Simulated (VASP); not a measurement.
# Pb (Fm-3m) in VASP: notebook

Pb is run at these levels: LDA; tasks: single point.

Everything below comes from runs of VASP 6.6.1. Logs are shortened: lines on timing, memory, paths and dates and some standing lists are left out, and cuts for length are marked.

**1. The cell of the first run**

It takes space group Fm-3m (No. 225, cubic). The conventional cell has a = 4.882 Å, b = 4.882 Å, c = 4.882 Å, α = 90.00°, β = 90.00°, γ = 90.00°. Within 4.5 Å of Pb (site symmetry m-3m) lie 12 Pb at 3.45 Å.

**2. Single point, LDA**

File INCAR:

```
ALGO = Fast ; EDIFF = 1E-6
ENCUT = 520 ; ISIF = 2
ISMEAR = 0 ; LASPH = True
LCHARG = False ; LREAL = False
LWAVE = False ; NBANDS = 13
NELM = 80 ; PREC = Accurate
SIGMA = 0.1
```

File KPOINTS:

```
k-points
0
Gamma
  14 14 14
```

File POSCAR:

```
Pb
1.0
    0.0000000000      2.4411412253      2.4411412253
    2.4411412253      0.0000000000      2.4411412253
    2.4411412253      2.4411412253      0.0000000000
Pb
1
Direct
    0.0000000000      0.0000000000      0.0000000000
```

Potentials or basis: VASP PAW LDA potentials, release 64 (Pb_d).

Command:

```console
cat potpaw_LDA.64/Pb_d/POTCAR > POTCAR
mpirun -np 1 vasp_std > vasp.out
```

OUTCAR:

```text
EDIFF = 1E-6
   ENCUT = 520
   ISIF = 2
   ISMEAR = 0
   LASPH = True
   LREAL = False
   NELM = 80
   PREC = Accurate

 ion  position               nearest neighbor table
   1  0.000  0.000  0.000-

  LATTYP: Found a face centered cubic cell.
 ALAT       =     4.8822824506

  Lattice vectors:

 A1 = (   0.0000000000,   2.4411412253,   2.4411412253)
 A2 = (   2.4411412253,   0.0000000000,   2.4411412253)
 A3 = (   2.4411412253,   2.4411412253,   0.0000000000)

Analysis of symmetry for initial positions (statically):
=====================================================================
 Subroutine PRICEL returns:
 Original cell was already a primitive cell.

 Routine SETGRP: Setting up the symmetry group for a
 face centered cubic supercell.

 Subroutine GETGRP returns: Found 48 space group operations
 (whereof 48 operations were pure point group operations)
 out of a pool of 48 trial point group operations.

The static configuration has the point symmetry O_h .

Analysis of symmetry for dynamics (positions and initial velocities):
=====================================================================
 Subroutine PRICEL returns:
 Original cell was already a primitive cell.

 Routine SETGRP: Setting up the symmetry group for a
 face centered cubic supercell.

 Subroutine GETGRP returns: Found 48 space group operations
 (whereof 48 operations were pure point group operations)
 out of a pool of 48 trial point group operations.

The dynamic configuration has the point symmetry O_h .

 Subroutine INISYM returns: Found 48 space group operations
 (whereof 48 operations are pure point group operations),
 and found     1 'primitive' translations

----------------------------------------------------------------------------------------

                                     Primitive cell

  volume of cell :      29.0944

  direct lattice vectors                    reciprocal lattice vectors
     0.000000000  2.441141225  2.441141225    -0.204822234  0.204822234  0.204822234
     2.441141225  0.000000000  2.441141225     0.204822234 -0.204822234  0.204822234
     2.441141225  2.441141225  0.000000000     0.204822234  0.204822234 -0.204822234

  length of vectors
     3.452295028  3.452295028  3.452295028     0.354762516  0.354762516  0.354762516

  position of ions in fractional coordinates (direct lattice)
     0.000000000  0.000000000  0.000000000

  ion indices of the primitive-cell ions
   primitive index   ion index
                 1           1

----------------------------------------------------------------------------------------

 KPOINTS: k-points

Automatic generation of k-mesh.
 Grid dimensions read from file:
 generate k-points for:   14   14   14

 Generating k-lattice:

  Cartesian coordinates                     Fractional coordinates (reciprocal lattice)
    -0.014630160  0.014630160  0.014630160     0.071428571  0.000000000  0.000000000
     0.014630160 -0.014630160  0.014630160     0.000000000  0.071428571  0.000000000
     0.014630160  0.014630160 -0.014630160     0.000000000  0.000000000  0.071428571

  Length of vectors
     0.025340180  0.025340180  0.025340180

  Shift w.r.t. Gamma in fractional coordinates (k-lattice)
     0.000000000  0.000000000  0.000000000

 Subroutine IBZKPT returns following result:
 ===========================================

 Found    104 irreducible k-points:

 Following reciprocal coordinates:
            Coordinates               Weight
  0.000000  0.000000  0.000000      1.000000
  0.071429  0.000000  0.000000      8.000000
  0.142857  0.000000  0.000000      8.000000
  0.214286  0.000000  0.000000      8.000000
  0.285714  0.000000  0.000000      8.000000
  0.357143  0.000000  0.000000      8.000000
[... 16 lines left out ...]
  0.214286  0.142857  0.000000     24.000000
  0.285714  0.142857  0.000000     24.000000
 [... further k-points ...]
   k-points           NKPTS =    104   k-points in BZ     NKDIM =    104   number of bands    NBANDS=     13
   number of dos      NEDOS =    301   number of ions     NIONS =      1
   total plane-waves  NPLWV =  21952
   dimension x,y,z NGX =    28 NGY =   28 NGZ =   28
   dimension x,y,z NGXF=    56 NGYF=   56 NGZF=   56
   ions per type =               1
   NGX,Y,Z   is equivalent  to a cutoff of  13.48, 13.48, 13.48 a.u.
   NGXF,Y,Z  is equivalent  to a cutoff of  26.97, 26.97, 26.97 a.u.
 SYSTEM =  unknown system
   PREC   = accura    normal or accurate (medium, high low for compatibility)
   ISTART =      0    job   : 0-new  1-cont  2-samecut
   ICHARG =      2    charge: 1-file 2-atom 10-const
   ISPIN  =      1    spin polarized calculation?
   LNONCOLLINEAR =      F non collinear calculations
   LSORBIT =      F    spin-orbit coupling
   LASPH  =      T    aspherical Exc in radial PAW
   ENCUT  =  520.0 eV  38.22 Ry    6.18 a.u.   6.42  6.42  6.42*2*pi/ulx,y,z
   NELM   =     80;   NELMIN=  2; NELMDL= -5     # of ELM steps
   EDIFF  = 0.1E-05   stopping-criterion for ELM
   LREAL  =      F    real-space projection
   EDIFFG = 0.1E-04   stopping-criterion for IOM
   NSW    =      0    number of steps for IOM
   IBRION =     -1    ionic relax: 0-MD 1-quasi-New 2-CG
   NFREE  =      0    steps in history (QN), initial steepest desc. (CG)
   ISIF   =      2    stress and relaxation
   ISYM   =      2    0-nonsym 1-usesym 2-fastsym
   POTIM  = 0.5000    time-step for ionic-motion
   TEBEG  =    0.0;   TEEND  =   0.0 temperature during run
   PSTRESS=    0.0 pullay stress
   NELECT =      14.0000    total number of electrons
   NUPDOWN=      -1.0000    fix difference up-down
   EMIN   =  10.00;   EMAX   =-10.00  energy-range for DOS
   EFERMI =   0.00;   METHOD = LEGACY
   ISMEAR =     0;   SIGMA  =   0.10  broadening in eV -4-tet -1-fermi 0-gaus
   EFERMI_NEDOS =   21; number of points for ismear=-14 and -15
   IALGO  =     68    algorithm
   IMIX   =      4    mixing-type and parameters
     AMIX     =   0.40;   BMIX     =  1.00
     AMIX_MAG =   1.60;   BMIX_MAG =  1.00
  volume/ion in A,a.u.               =      29.09       196.34
  Fermi-wavevector in a.u.,A,eV,Ry     =   1.282866  2.424265 22.391720  1.645745
  Thomas-Fermi vector in A             =   2.415152
   LORBIT       =      0    0 simple, 1 ext, 2 COOP (PROOUT), +10 PAW based schemes
   GGA     = CA    functional components
   LHFCALC =     F    Hartree Fock is set to
   AEXX    =    0.0000 exact exchange contribution
   IVDW    =     0    specifies the selected vdW correction
   LEPSILON=     F    determine dielectric tensor
   LRPA    =     F    only Hartree local field effects (RPA)
 non-spin polarized calculation
 RMM-DIIS sequential band-by-band and
 Gauss-broadening in eV      SIGMA  =   0.10
  energy-cutoff  :      520.00
  volume of cell :       29.09
 maximum number of plane-waves:       801
 NGX is ok and might be reduce to    28
   NGX = 13   NGY = 13   NGZ = 13

 number of electron      13.9999999 magnetization

 Free energy of the ion-electron system (eV)
  ---------------------------------------------------
  ext. energy  EPLUGINS =         0.00000000
  ---------------------------------------------------
  free energy    TOTEN  =        -4.25776512 eV

  energy without entropy =       -4.25576393  energy(sigma->0) =       -4.25676453

 E-fermi :   7.5346     XC(G=0): -10.6541

 val. band max:        7.5135232788   @ k =  -0.2857   0.2857   0.0714
 cond. band min:       7.5804267320   @ k =   0.3571   0.2143   0.0000
 fundamental gap:      0.0669034532
 Fermi energy:         7.5345888629

 k-point     1 :       0.0000    0.0000    0.0000
  band No.  band energies     occupation
      1      -9.5585      2.00000
      2      -9.5585      2.00000
      3      -9.5585      2.00000
      4      -9.3965      2.00000
      5      -9.3965      2.00000
      6      -4.5703      2.00000
      7      15.1623      0.00000
      8      15.1623      0.00000
      9      15.1623      0.00000
     10      17.3312      0.00000
     11      19.4825      0.00000
     12      20.3085      0.00000
     13      20.3085      0.00000

 k-point     2 :       0.0714    0.0000    0.0000
  band No.  band energies     occupation
      1      -9.5589      2.00000
      2      -9.5501      2.00000
      3      -9.5501      2.00000
      4      -9.3973      2.00000
      5      -9.3973      2.00000
      6      -4.4679      2.00000
      7      13.9485      0.00000
      8      15.0348      0.00000
      9      15.0348      0.00000
     10      17.1360      0.00000
     11      19.9372      0.00000
     12      20.5330      0.00000
     13      20.5330      0.00000

 k-point     3 :       0.1429    0.0000    0.0000
  band No.  band energies     occupation
      1      -9.5611      2.00000
      2      -9.5308      2.00000
      3      -9.5308      2.00000
      4      -9.3946      2.00000
      5      -9.3946      2.00000
      6      -4.1597      2.00000
      7      11.7143      0.00000
      8      14.7091      0.00000
      9      14.7091      0.00000
     10      16.9156      0.00000
     11      20.5021      0.00000
     12      21.0675      0.00000
     13      21.0738      0.00000

 k-point     4 :       0.2143    0.0000    0.0000
  band No.  band energies     occupation
      1      -9.5667      2.00000
      2      -9.5178      2.00000
      3      -9.5178      2.00000
      4      -9.3752      2.00000
      5      -9.3752      2.00000
      6      -3.6462      2.00000
      7       9.4070      0.00000
      8      14.2941      0.00000
      9      14.2941      0.00000
     10      16.7524      0.00000
     11      19.6958      0.00000
     12      20.4638      0.00000
     13      20.4639      0.00000

 k-point     5 :       0.2857    0.0000    0.0000
  band No.  band energies     occupation
      1      -9.5761      2.00000
      2      -9.5210      2.00000
      3      -9.5210      2.00000
      4      -9.3352      2.00000
      5      -9.3352      2.00000
      6      -2.9369      2.00000
      7       7.2373      1.99997
      8      13.8815      0.00000
      9      13.8815      0.00000
     10      16.6674      0.00000
     11      18.8194      0.00000
     12      19.8208      0.00000
     13      19.8208      0.00000

 k-point     6 :       0.3571    0.0000    0.0000
  band No.  band energies     occupation
      1      -9.5870      2.00000
      2      -9.5322      2.00000
      3      -9.5322      2.00000
      4      -9.2901      2.00000
      5      -9.2901      2.00000
      6      -2.0693      2.00000
      7       5.3035      2.00000
      8      13.5376      0.00000
      9      13.5376      0.00000
     10      16.6678      0.00000
     11      18.1188      0.00000
     12      19.3536      0.00000
     13      19.3536      0.00000

 k-point     7 :       0.4286    0.0000    0.0000
  band No.  band energies     occupation
      1      -9.5958      2.00000
      2      -9.5422      2.00000
      3      -9.5422      2.00000
      4      -9.2563      2.00000
      5      -9.2563      2.00000
      6      -1.1745      2.00000
      7       3.7619      2.00000
      8      13.3109      0.00000
      9      13.3109      0.00000
     10      16.7432      0.00000
     11      17.6221      0.00000
     12      19.0745      0.00000
     13      19.0745      0.00000
[... 193 lines left out ...]
 k-point    20 :      -0.1429    0.0714    0.0000
  band No.  band energies     occupation
      1      -9.5651      2.00000
      2      -9.5180      2.00000
      3      -9.5157      2.00000
      4      -9.4112      2.00000
      5      -9.3721      2.00000
      6      -3.9201      2.00000
      7      10.9226      0.00000
      8      13.0993      0.00000
      9      15.1622      0.00000
     10      17.3384      0.00000
     11      19.5455      0.00000
     12      20.3251      0.00000
     13      20.5863      0.00000

 k-point    21 :      -0.0714    0.0714    0.0000
  band No.  band energies     occupation
      1      -9.5628      2.00000
      2      -9.5397      2.00000
      3      -9.5320      2.00000
      4      -9.4068      2.00000
      5      -9.3883      2.00000
      6      -4.2969      2.00000
      7      12.9464      0.00000
      8      13.8752      0.00000
      9      15.2750      0.00000
     10      17.2057      0.00000
     11      19.9401      0.00000
     12      20.4113      0.00000
     13      20.8503      0.00000

 k-point    22 :       0.1429    0.1429    0.0000
  band No.  band energies     occupation
      1      -9.5945      2.00000
      2      -9.4958      2.00000
      3      -9.4958      2.00000
      4      -9.4359      2.00000
      5      -9.3703      2.00000
      6      -4.0235      2.00000
      7      12.7635      0.00000
      8      13.3670      0.00000
      9      13.3670      0.00000
     10      16.2124      0.00000
     11      18.2005      0.00000
     12      22.3911      0.00000
     13      22.6193      0.00000

 k-point    23 :       0.2143    0.1429    0.0000
  band No.  band energies     occupation
      1      -9.6056      2.00000
      2      -9.4776      2.00000
      3      -9.4694      2.00000
      4      -9.4426      2.00000
      5      -9.3524      2.00000
      6      -3.6473      2.00000
      7      10.9431      0.00000
      8      12.7856      0.00000
      9      13.1603      0.00000
     10      16.2807      0.00000
     11      17.2995      0.00000
     12      22.0831      0.00000
     13      22.8511      0.00000

 k-point    24 :       0.2857    0.1429    0.0000
  band No.  band energies     occupation
      1      -9.6070      2.00000
      2      -9.4926      2.00000
      3      -9.4601      2.00000
      4      -9.4133      2.00000
      5      -9.3181      2.00000
      6      -3.0701      2.00000
      7       8.8193      0.00000
      8      12.3494      0.00000
      9      12.6667      0.00000
     10      16.0861      0.00000
     11      17.7438      0.00000
     12      21.6982      0.00000
     13      22.1520      0.00000

 [... further k-points ...]
[... 5 lines left out ...]
  --------------------------------------------------------------------------------------
  -------------------------------------------------------------------------------------
  Total        0.0209288      0.0209288      0.0209288      0.0000000     -0.0000000      0.0000000
  in kB        1.1525150      1.1525150      1.1525150      0.0000000     -0.0000000      0.0000000
  external PRESSURE =       1.1525150 kB  Pullay stress =       0.0000000 kB

 VOLUME and BASIS-vectors are now :
 -----------------------------------------------------------------------------
  energy-cutoff  :      520.00
  volume of cell :       29.09
      direct lattice vectors                 reciprocal lattice vectors
     0.000000000  2.441141225  2.441141225    -0.204822234  0.204822234  0.204822234
     2.441141225  0.000000000  2.441141225     0.204822234 -0.204822234  0.204822234
     2.441141225  2.441141225  0.000000000     0.204822234  0.204822234 -0.204822234

 POSITION                                       TOTAL-FORCE (eV/Angst)
 -----------------------------------------------------------------------------------
      0.00000      0.00000      0.00000         0.000000      0.000000     -0.000000
 -----------------------------------------------------------------------------------
    total drift:                               -0.000000     -0.000000     -0.000000

  FREE ENERGIE OF THE ION-ELECTRON SYSTEM (eV)
  ---------------------------------------------------
  free  energy   TOTEN  =        -4.2577651184 eV

  energy  without entropy=       -4.2557639326  energy(sigma->0) =       -4.25676453
```

It took 51 s on 1 thread of Intel Xeon 6975P-C, shared host; peak memory 0.16 GiB.

What came out:

```
Free energy            : -4.2578 eV
Pressure               : 0.1 GPa
Band gap on the k mesh : zero (band 7 reaches 15.16 eV, above the bottom of band 8 at 5.85 eV)
```

Caveat: spin-orbit coupling is left out, which moves the levels of the heavy elements.

**3. Single point, LDA**

This run uses another cell than the first one, of 31.05 Å³/atom, 1.067 times its volume.

File INCAR:

```
PREC = Accurate ; ENCUT = 500
EDIFF = 1E-6 ; ISMEAR = 0
SIGMA = 0.1 ; LREAL = False
LASPH = True ; NELM = 120
ALGO = Normal ; ISIF = 2
LWAVE = False ; LCHARG = True
GGA = CA ; LELF = True
LVHAR = True ; NBANDS = 13
GGA_COMPAT = False
```

File KPOINTS:

```
regular mesh
0
Gamma
  6 6 6
```

File POSCAR:

```
Pb
1.0
    0.0000000000      2.4947547400      2.4947547400
    2.4947547400      0.0000000000      2.4947547400
    2.4947547400      2.4947547400      0.0000000000
Pb
1
Direct
    0.0000000000      0.0000000000      0.0000000000
```

Potentials or basis: VASP PAW LDA potentials, release 64 (Pb_d).

Command:

```console
cat potpaw_LDA.64/Pb_d/POTCAR > POTCAR
mpirun -np 1 vasp_std > vasp.out
```

Wall time 12 s (1 thread of Intel Xeon 8259CL, shared host); peak memory 0.14 GiB.

Results (log left out):

| Property | Result |
| --- | --- |
| Free energy | -4.1416 eV |
| Pressure | -2.1 GPa |
| Band gap on the k mesh | zero (band 7 reaches 13.91 eV, above the bottom of band 8 at 5.25 eV) |

Levels at points of the mesh, in eV from the Fermi level:
| k point | band 5 | band 6 | band 7 | band 8 | band 9 | band 10 |
| --- | --- | --- | --- | --- | --- | --- |
| (0.00, 0.00, 0.00) | -16.94 | -11.70 | 7.06 | 7.06 | 7.06 | 9.72 |
| (0.50, 0.00, 0.00) | -16.82 | -8.22 | -4.18 | 5.29 | 5.29 | 9.19 |
| (0.50, 0.50, 0.00) | -16.78 | -6.87 | -3.28 | 1.89 | 1.89 | 5.29 |

Caveat: the k points lie up to 0.36 Å⁻¹ apart; spin-orbit coupling is left out, which moves the levels of the heavy elements.
